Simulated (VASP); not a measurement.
Runs of VASP 6.6.1 on PtS2. The structure is trigonal, space group P-3m1 (No. 164). The conventional cell has a = 3.553 Å, b = 3.553 Å, c = 5.123 Å, α = 90.00°, β = 90.00°, γ = 120.00°. Pt (site symmetry -3m) has 6 S at 2.39 Å within 3.2 Å. Within 3.2 Å of S (site symmetry 3m) lie 3 Pt at 2.39 Å and 3 S at 3.20 Å. 

| level | potentials or basis | k mesh | smearing | gap on the mesh (eV) | pressure (GPa) | largest force (eV/Å) |
| --- | --- | --- | --- | --- | --- | --- |
| LDA | VASP PAW LDA potentials, release 64 (Pt, S) | 6 × 6 × 4 | gaussian 0.01 eV | 0.74 | -4.0 | 0.34 |
| r2SCAN+D3(BJ) | VASP PAW PBE potentials, release 64 (Pt, S) | 6 × 6 × 4 | gaussian 0.01 eV | 0.98 | -0.5 | 0.04 |
| r2SCAN | VASP PAW PBE potentials, release 64 (Pt, S) | 6 × 6 × 4 | fermi-dirac 0.05 eV | 0.98 | 1.2 | 0.05 |
| r2SCAN | VASP PAW PBE potentials, release 64 (Pt, S) | 3 × 3 × 3 | gaussian 0.01 eV | (b) | 0.9 | 0.21 |
| r2SCAN | VASP PAW PBE potentials, release 64 (Pt, S) | 6 × 6 × 4 | methfessel-paxton 0.5 eV | 0.98 | 1.2 | 0.05 |
| r2SCAN+rVV10 | VASP PAW PBE potentials, release 64 (Pt, S) | 6 × 6 × 4 | gaussian 0.01 eV | 0.97 | (a) | 0.01 |
| r2SCAN | VASP PAW PBE potentials, release 64 (Pt, S) | 6 × 6 × 4 | gaussian 0.01 eV | 0.98 | 1.2 | 0.05 |
| r2SCAN | VASP PAW PBE potentials, release 64 (Pt, S) | 6 × 6 × 4 | gaussian 0.05 eV | 0.98 | 1.2 | 0.05 |

Alike in all rows: task single point; no spin polarisation; cell as given; cutoff (eV) 520.

Task: Estimate the missing entries.

Result: (a) 0.2; (b) 1.00.

Caveats: some runs use coarse meshes; spin-orbit coupling is left out, which moves the levels of the heavy elements; the PAW data sets were made with another functional, which shifts forces and pressure a little (at least some runs); the cell stands under tension (at least some runs); an odd mesh through Γ misses points on the zone boundary, where band edges can lie (at least some runs).

A k mesh can miss the band edges, and the runs leave out spin-orbit coupling on Pt.
